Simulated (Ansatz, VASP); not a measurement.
# CaSe: VASP beside Ansatz

```xyz
2
Lattice="0.0000 3.1162 3.1162 3.1162 0.0000 3.1162 3.1162 3.1162 0.0000" Properties=species:S:1:pos:R:3 pbc="T T T"
Ca    0.0000    0.0000    0.0000
Se    1.5581    1.5581    1.5581
```

Change from the starting cell: hydrostatic strain -5.0%.

Alike in both runs: task single point; functional r2SCAN; k mesh 6 × 6 × 6; no spin polarisation.

|  | VASP | Ansatz |
| --- | --- | --- |
| version | VASP 6.6.1 | Ansatz 0.2.0 |
| potentials or method | VASP PAW PBE potentials, release 64 (Ca_sv, Se) | plane waves, PAW |
| plane-wave cutoff (eV) | 520 | 500 |
| occupations | gaussian, width 0.01 eV | fixed |
| valence electrons in the cell | 16 | 26 |

|  | VASP | Ansatz | Ansatz less VASP |
| --- | --- | --- | --- |
| gap on the k mesh at the Fermi level (eV) | 3.88 | 3.89 | +0.011 |
| pressure (GPa) | 7.6 | 7.3 | -0.31 |

VASP's potentials were made for PBE, not for r2SCAN. VASP's potentials hold 16 valence electrons a cell and Ansatz's 26, so a difference there can come from the potentials and not from the codes.
